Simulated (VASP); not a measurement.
# SiO2 (I-42d) in VASP: single point with PBE+D3(BJ)

Aim: the single point of SiO2 with PBE+D3(BJ).

Program: VASP 6.6.1. These are calculated values, not measurements. Logs are shortened: lines on timing, memory, paths and dates and some standing lists are left out, and cuts for length are marked.

## (1) The cell of the first run

The structure is tetragonal, space group I-42d (No. 122). Conventional cell: a = 5.311 Å, b = 5.311 Å, c = 7.520 Å, α = 90.00°, β = 90.00°, γ = 90.00°. Si (site symmetry -4) has 4 O at 1.63 Å within 2.2 Å. O (site symmetry 2) has 2 Si at 1.63 Å within 2.2 Å.

## (2) Single point, PBE+D3(BJ)

Input file INCAR:

```
  PREC = Accurate
  ENCUT = 600
  EDIFF = 1E-6
  ISMEAR = 0
  SIGMA = 0.02
  LREAL = F
  LASPH = T
  NELM = 120
  ALGO = Normal
  ISIF = 2
  LWAVE = F
  LCHARG = F
  GGA = PE
  IVDW = 12
  NBANDS = 25
  GGA_COMPAT = F
```

Input file KPOINTS:

```
regular mesh
0
Gamma
  6 6 6
```

Input file POSCAR:

```
SiO2
1.0
   -2.6557086448      2.6557086448      3.7602445812
    2.6557086448     -2.6557086448      3.7602445812
    2.6557086448      2.6557086448     -3.7602445812
Si O
2 4
Direct
    0.0000000000      0.0000000000      0.0000000000
    0.7500000000      0.2500000000      0.5000000000
    0.3750000000      0.1293312814      0.2543312814
    0.8793312814      0.6250000000      0.7543312814
    0.8706687186      0.1250000000      0.2456687186
    0.8750000000      0.1206687186      0.7456687186
```

Potentials or basis: VASP PAW PBE potentials, release 64 (Si, O).

On the command line:

```console
> cat potpaw_PBE.64/Si/POTCAR potpaw_PBE.64/O/POTCAR > POTCAR
> mpirun -np 1 vasp_std > vasp.out
```

OUTCAR:

```text
PREC = Accurate
   ENCUT = 600
   EDIFF = 1E-6
   ISMEAR = 0
   LREAL = F
   LASPH = T
   NELM = 120
   ISIF = 2
   GGA = PE
   IVDW = 12
 IVDW          = 12

 ion  position               nearest neighbor table
   1  0.000  0.000  0.000-   3 1.63   4 1.63   5 1.63   6 1.63
   2  0.750  0.250  0.500-   3 1.63   4 1.63   5 1.63   6 1.63
   3  0.375  0.129  0.254-   1 1.63   2 1.63
   4  0.879  0.625  0.754-   1 1.63   2 1.63
   5  0.871  0.125  0.246-   1 1.63   2 1.63
   6  0.875  0.121  0.746-   1 1.63   2 1.63

  LATTYP: Found a body centered tetragonal cell.
 ALAT       =     5.3114172896
 C/A-ratio  =     1.4159100580

  Lattice vectors:

 A1 = (  -2.6557086448,   2.6557086448,   3.7602445812)
 A2 = (   2.6557086448,  -2.6557086448,   3.7602445812)
 A3 = (   2.6557086448,   2.6557086448,  -3.7602445812)

Analysis of symmetry for initial positions (statically):
=====================================================================
 Subroutine PRICEL returns:
 Original cell was already a primitive cell.

 Routine SETGRP: Setting up the symmetry group for a
 body centered tetragonal supercell.

 Subroutine GETGRP returns: Found  8 space group operations
 (whereof  4 operations were pure point group operations)
 out of a pool of 16 trial point group operations.

The static configuration has the point symmetry S_4 .
 The point group associated with its full space group is D_2d.

Analysis of symmetry for dynamics (positions and initial velocities):
=====================================================================
 Subroutine PRICEL returns:
 Original cell was already a primitive cell.

 Routine SETGRP: Setting up the symmetry group for a
 body centered tetragonal supercell.

 Subroutine GETGRP returns: Found  8 space group operations
 (whereof  4 operations were pure point group operations)
 out of a pool of 16 trial point group operations.

The dynamic configuration has the point symmetry S_4 .
 The point group associated with its full space group is D_2d.

 Subroutine INISYM returns: Found  8 space group operations
 (whereof  4 operations are pure point group operations),
 and found     1 'primitive' translations

----------------------------------------------------------------------------------------

                                     Primitive cell

  volume of cell :     106.0808

  direct lattice vectors                    reciprocal lattice vectors
    -2.655708645  2.655708645  3.760244581     0.000000000  0.188273665  0.132970074
     2.655708645 -2.655708645  3.760244581     0.188273665  0.000000000  0.132970074
     2.655708645  2.655708645 -3.760244581     0.188273665  0.188273665  0.000000000

  length of vectors
     5.314604042  5.314604042  5.314604042     0.230495149  0.230495149  0.266259171

  position of ions in fractional coordinates (direct lattice)
     0.000000000  0.000000000  0.000000000
     0.750000000  0.250000000  0.500000000
     0.375000000  0.129331281  0.254331281
     0.879331281  0.625000000  0.754331281
     0.870668719  0.125000000  0.245668719
     0.875000000  0.120668719  0.745668719

  ion indices of the primitive-cell ions
   primitive index   ion index
                 1           1
                 2           2
                 3           3
                 4           4
                 5           5
                 6           6

----------------------------------------------------------------------------------------

 KPOINTS: regular mesh

Automatic generation of k-mesh.
 Grid dimensions read from file:
 generate k-points for:    6    6    6

 Generating k-lattice:

  Cartesian coordinates                     Fractional coordinates (reciprocal lattice)
     0.000000000  0.031378944  0.022161679     0.166666667  0.000000000 -0.000000000
     0.031378944  0.000000000  0.022161679     0.000000000  0.166666667 -0.000000000
     0.031378944  0.031378944  0.000000000     0.000000000  0.000000000  0.166666667

  Length of vectors
     0.038415858  0.038415858  0.044376528

  Shift w.r.t. Gamma in fractional coordinates (k-lattice)
     0.000000000  0.000000000  0.000000000

 Subroutine IBZKPT returns following result:
 ===========================================

 Found     30 irreducible k-points:

 Following reciprocal coordinates:
            Coordinates               Weight
  0.000000  0.000000  0.000000      1.000000
  0.166667  0.000000  0.000000      8.000000
  0.333333  0.000000 -0.000000      8.000000
  0.500000  0.000000 -0.000000      4.000000
  0.166667  0.166667  0.000000      8.000000
  0.333333  0.166667 -0.000000     16.000000
[... 16 lines left out ...]
 -0.333333 -0.333333  0.166667      8.000000
 -0.166667 -0.333333  0.166667      8.000000
 [... further k-points ...]
   k-points           NKPTS =     30   k-points in BZ     NKDIM =     30   number of bands    NBANDS=     25
   number of dos      NEDOS =    301   number of ions     NIONS =      6
   total plane-waves  NPLWV =  74088
   dimension x,y,z NGX =    42 NGY =   42 NGZ =   42
   dimension x,y,z NGXF=    84 NGYF=   84 NGZF=   84
   ions per type =               2   4
   NGX,Y,Z   is equivalent  to a cutoff of  13.14, 13.14, 13.14 a.u.
   NGXF,Y,Z  is equivalent  to a cutoff of  26.28, 26.28, 26.28 a.u.
 SYSTEM =  unknown system
   PREC   = accura    normal or accurate (medium, high low for compatibility)
   ISTART =      0    job   : 0-new  1-cont  2-samecut
   ICHARG =      2    charge: 1-file 2-atom 10-const
   ISPIN  =      1    spin polarized calculation?
   LNONCOLLINEAR =      F non collinear calculations
   LSORBIT =      F    spin-orbit coupling
   LASPH  =      T    aspherical Exc in radial PAW
   ENCUT  =  600.0 eV  44.10 Ry    6.64 a.u.  10.61 10.61 10.61*2*pi/ulx,y,z
   NELM   =    120;   NELMIN=  2; NELMDL= -5     # of ELM steps
   EDIFF  = 0.1E-05   stopping-criterion for ELM
   LREAL  =      F    real-space projection
   EDIFFG = 0.1E-04   stopping-criterion for IOM
   NSW    =      0    number of steps for IOM
   IBRION =     -1    ionic relax: 0-MD 1-quasi-New 2-CG
   NFREE  =      0    steps in history (QN), initial steepest desc. (CG)
   ISIF   =      2    stress and relaxation
   ISYM   =      2    0-nonsym 1-usesym 2-fastsym
   POTIM  = 0.5000    time-step for ionic-motion
   TEBEG  =    0.0;   TEEND  =   0.0 temperature during run
   PSTRESS=    0.0 pullay stress
   NELECT =      32.0000    total number of electrons
   NUPDOWN=      -1.0000    fix difference up-down
   EMIN   =  10.00;   EMAX   =-10.00  energy-range for DOS
   EFERMI =   0.00;   METHOD = LEGACY
   ISMEAR =     0;   SIGMA  =   0.02  broadening in eV -4-tet -1-fermi 0-gaus
   EFERMI_NEDOS =   21; number of points for ismear=-14 and -15
   IALGO  =     38    algorithm
   IMIX   =      4    mixing-type and parameters
     AMIX     =   0.40;   BMIX     =  1.00
     AMIX_MAG =   1.60;   BMIX_MAG =  1.00
  volume/ion in A,a.u.               =      17.68       119.31
  Fermi-wavevector in a.u.,A,eV,Ry     =   1.097941  2.074808 16.401489  1.205475
  Thomas-Fermi vector in A             =   2.234310
   LORBIT       =      0    0 simple, 1 ext, 2 COOP (PROOUT), +10 PAW based schemes
   GGA     = PE    functional components
   LHFCALC =     F    Hartree Fock is set to
   AEXX    =    0.0000 exact exchange contribution
   IVDW    =    12    specifies the selected vdW correction
   LEPSILON=     F    determine dielectric tensor
   LRPA    =     F    only Hartree local field effects (RPA)
 non-spin polarized calculation
 Gauss-broadening in eV      SIGMA  =   0.02
  energy-cutoff  :      600.00
  volume of cell :      106.08
 maximum number of plane-waves:      3582
   NGX = 21   NGY = 21   NGZ = 21

 number of electron      32.0000000 magnetization

 Free energy of the ion-electron system (eV)
  ---------------------------------------------------
  ext. energy  EPLUGINS =         0.00000000
  ---------------------------------------------------
  free energy    TOTEN  =       -47.41565949 eV

  energy without entropy =      -47.41565949  energy(sigma->0) =      -47.41565949

 E-fermi :  -0.9513     XC(G=0):  -7.3409

 val. band max:       -1.1190914618   @ k =   0.5000   0.0000  -0.0000
 cond. band min:       4.1468898566   @ k =   0.0000   0.0000   0.0000
 fundamental gap:      5.2659813184
 Fermi energy:        -0.9512684548

 k-point     1 :       0.0000    0.0000    0.0000
  band No.  band energies     occupation
      1     -20.3427      2.00000
      2     -18.4237      2.00000
      3     -18.4210      2.00000
      4     -18.4210      2.00000
      5     -11.0901      2.00000
      6      -6.9690      2.00000
[... 17 lines left out ...]
     24      10.7751      0.00000
     25      11.5285      0.00000

 k-point     2 :       0.1667    0.0000    0.0000
  band No.  band energies     occupation
      1     -20.2701      2.00000
      2     -18.5559      2.00000
      3     -18.4251      2.00000
      4     -18.4232      2.00000
      5     -10.8565      2.00000
      6      -7.0873      2.00000
[... 17 lines left out ...]
     24      10.8548      0.00000
     25      12.0055      0.00000

 k-point     3 :       0.3333    0.0000   -0.0000
  band No.  band energies     occupation
      1     -20.0864      2.00000
      2     -18.8558      2.00000
      3     -18.4295      2.00000
      4     -18.4276      2.00000
      5     -10.3196      2.00000
      6      -7.4107      2.00000
[... 552 lines left out ...]
 k-point    23 :      -0.3333   -0.3333    0.1667
  band No.  band energies     occupation
      1     -19.9040      2.00000
      2     -19.1034      2.00000
      3     -18.4379      2.00000
      4     -18.4339      2.00000
      5      -9.8067      2.00000
      6      -7.9513      2.00000
[... 17 lines left out ...]
     24      11.0527      0.00000
     25      11.2294      0.00000

 k-point    24 :      -0.1667   -0.3333    0.1667
  band No.  band energies     occupation
      1     -20.0873      2.00000
      2     -18.8510      2.00000
      3     -18.4309      2.00000
      4     -18.4302      2.00000
      5     -10.3092      2.00000
      6      -7.5126      2.00000
[... 17 lines left out ...]
     24      10.8461      0.00000
     25      11.5520      0.00000

 [... further k-points ...]

------------------------ aborting loop because EDIFF is reached ----------------------------------------

 Edisp (eV)   -0.56894

 E8    (eV) :    -0.1872

  FORCE on cell =-STRESS in cart. coord.  units (eV):
  Direction    XX          YY          ZZ          XY          YZ          ZX
  --------------------------------------------------------------------------------------
  -------------------------------------------------------------------------------------
  Total      -2.72981    -2.72981    -2.77580     0.00000     0.00000     0.00000
  in kB     -41.22936   -41.22936   -41.92386     0.00000     0.00000     0.00000
  external pressure =      -41.46 kB  Pullay stress =        0.00 kB

 VOLUME and BASIS-vectors are now :
 -----------------------------------------------------------------------------
  energy-cutoff  :      600.00
  volume of cell :      106.08
      direct lattice vectors                 reciprocal lattice vectors
    -2.655708645  2.655708645  3.760244581     0.000000000  0.188273665  0.132970074
     2.655708645 -2.655708645  3.760244581     0.188273665  0.000000000  0.132970074
     2.655708645  2.655708645 -3.760244581     0.188273665  0.188273665  0.000000000

 POSITION                                       TOTAL-FORCE (eV/Angst)
 -----------------------------------------------------------------------------------
      0.00000      0.00000      0.00000         0.000000     -0.000000      0.000000
      0.00000      2.65571      1.88012         0.000000     -0.000000     -0.000000
      0.02301      1.32785      0.94006        -0.001559     -0.000000      0.000000
      1.32785      2.67871      2.82018         0.000000     -0.001559      0.000000
     -1.32785      2.63270      2.82018         0.000000      0.001559     -0.000000
     -0.02301      3.98356      0.94006         0.001559     -0.000000     -0.000000
 -----------------------------------------------------------------------------------
    total drift:                                0.000001      0.000001      0.000001

  FREE ENERGIE OF THE ION-ELECTRON SYSTEM (eV)
  ---------------------------------------------------
  free  energy   TOTEN  =       -47.9846028349 eV

  energy  without entropy=      -47.9846028349  energy(sigma->0) =      -47.98460283
```

It took 76 s on 1 thread of AMD EPYC 7R43 (Zen 3), shared host; peak memory 0.26 GiB.

Results:

* Free energy: -47.9846 eV
* Pressure: -4.1 GPa
* Band gap on the k mesh: 5.27 eV
* Dispersion energy per atom: -0.095 eV

Caveat: three body term missing; the cell stands under tension. A k mesh can miss the band edges.
